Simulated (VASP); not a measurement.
Write the native input for VASP 6.6.1 that does the following.

```yaml
Task: single point
Functional: PBE
Potentials_or_basis: VASP PAW PBE potentials, release 64 (Mg, O)
Cutoff: 520 eV
k_mesh: 2 × 2 × 2
Occupations: fermi-dirac, width 0.05 eV
Spin: collinear spin
Starting_moments: "[0.0, 0.0, 0.0, 0.0, 0.0, 0.0, 0.0, 0.0, 0.0, 0.0, 0.33, 0.33, 0.0, 0.0, 0.0, 0.33, 0.72] μB"
Dipole_correction: no
Further_INCAR_settings: LREAL = Auto; ALGO = Normal; EDIFF = 1e-06; NBANDS = 53
```

The structure of Mg8O9 (a cell with a defect) lies in POSCAR:

```
Mg8O9
1.0
    0.0000000000      3.8550000000      3.8550000000
    3.8550000000      0.0000000000      3.8550000000
    3.8550000000      3.8550000000      0.0000000000
Mg O
8 9
Direct
    0.0550713359      0.0073929961     -0.0303761349
    0.0517380026     -0.0125421530      0.4956549935
   -0.0124254215      0.5377172503     -0.0260440986
    0.0383398184      0.4845654994      0.4747600519
    0.4915693904      0.0283009079      0.0062516213
    0.5353955901     -0.0013099870      0.4936057069
    0.4741374838      0.4409597925      0.0376394293
    0.5491569390      0.5103242542      0.4665888457
    0.2395201038      0.2444747082      0.2361219196
    0.2714267185      0.2600129702      0.7413878080
    0.2642671855      0.7197795071      0.2557846952
    0.2825162127      0.7228274968      0.7233203632
    0.7615434501      0.2335278859      0.2473540856
    0.7807522698      0.2241504540      0.7445914397
    0.7556031128      0.7764332036      0.2469130999
    0.6229961089      0.7237483787      0.9124902724
   -0.1371854734      0.7478728923      0.6373929961
```

The input as run:

INCAR

```
SYSTEM = Mg8O9
  PREC = Accurate
  ENCUT = 520
  EDIFF = 1E-6
  ISMEAR = -1
  SIGMA = 0.05
  LREAL = Auto
  LASPH = .TRUE.
  NELM = 150
  ALGO = Normal
  ISIF = 2
  LWAVE = .FALSE.
  LCHARG = .FALSE.
  ISPIN = 2
  MAGMOM = 0 0 0 0 0 0 0 0 0 0 0.33 0.33 0 0 0 0.33 0.72
  LORBIT = 11
  GGA = PE
  NBANDS = 53
```

KPOINTS

```
regular mesh
0
G
  2 2 2
  0 0 0
```

Potentials or basis: VASP PAW PBE potentials, release 64 (Mg, O).

The run is started by

```bash
$ cat potpaw_PBE.64/Mg/POTCAR potpaw_PBE.64/O/POTCAR > POTCAR
$ mpirun -np 1 vasp_std > vasp.out
```

Results of the run:

```
Pressure                                              : 123.7 GPa
Largest force                                         : 6.416 eV/Å
Band gap on the k mesh                                : 4.94 eV
Net moment                                            : 0.00 μB per cell
Valence electrons inside the program's atomic spheres : Mg 0.62, 0.83, 0.65, 0.80, 0.68, 0.67 (each value once); O 5.42, 5.30, 5.31, 5.29, 5.27, 5.33 (each value once)
```

Caveat: the k points lie up to 0.71 Å⁻¹ apart.

It took 110 s on 1 thread of AMD EPYC 9R45 96-Core Processor (Zen 5), on a shared host, peak memory 0.3 GiB.
